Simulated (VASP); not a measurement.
Here is a VASP 6.6.1 calculation.

Contents of INCAR:

```
SYSTEM = MgO
PREC = Accurate
ENCUT = 600
EDIFF = 1E-6
ISMEAR = 0
SIGMA = 0.1
LREAL = .False.
LASPH = .True.
NELM = 120
ALGO = Normal
ISIF = 2
LWAVE = .False.
LCHARG = .True.
LELF = .True.
LVHAR = .True.
NBANDS = 11
GGA_COMPAT = .False.
```

KPOINTS

```
Automatic mesh
0
Gamma
  8 8 8
  0 0 0
```

The input POSCAR:

```
MgO
1.0
    0.0000000000      2.1351500000      2.1351500000
    2.1351500000      0.0000000000      2.1351500000
    2.1351500000      2.1351500000      0.0000000000
Mg O
1 1
Direct
    0.0000000000      0.0000000000      0.0000000000
    0.5000000000      0.5000000000      0.5000000000
```

Potentials or basis: VASP PAW LDA potentials, release 64 (Mg, O).

Command:

```console
$ cat potpaw_LDA.64/Mg/POTCAR potpaw_LDA.64/O/POTCAR > POTCAR
$ mpirun -np 1 vasp_std > vasp.out
```

(1) Predict the pressure.

(2) Predict the band gap on the k mesh.

Results:

(1) -13.5 GPa.

(2) 4.27 eV.

Caveat: the cell stands under tension.
